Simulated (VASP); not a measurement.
Input of a VASP 6.6.1 run:

The input INCAR:

```
PREC = Accurate
ENCUT = 520
EDIFF = 1E-7
ISMEAR = 0
SIGMA = 0.1
LREAL = False
LASPH = True
NELM = 100
ALGO = Fast
ISIF = 2
LWAVE = False
LCHARG = False
GGA = PE
NBANDS = 11
```

File KPOINTS:

```
regular mesh
0
Gamma
  18 18 18
```

Contents of POSCAR:

```
Ca
1.0
    1.9535166540      1.1278633660      3.1917187546
   -1.9535166540      1.1278633660      3.1917187546
    0.0000000000     -2.2557267321      3.1917187546
Ca
1
Direct
    0.5000000000      0.5000000000      0.5000000000
```

Potentials or basis: VASP PAW PBE potentials, release 64 (Ca_sv).

Command:

```console
$ cat potpaw_PBE.64/Ca_sv/POTCAR > POTCAR
$ mpirun -np 1 vasp_std > vasp.out
```

Question: Estimate the band gap on the k mesh.

Answer: Zero (bands 5 and 6 overlap by 0.33 eV).

Question: Estimate the pressure.

Answer: 0.0 GPa.
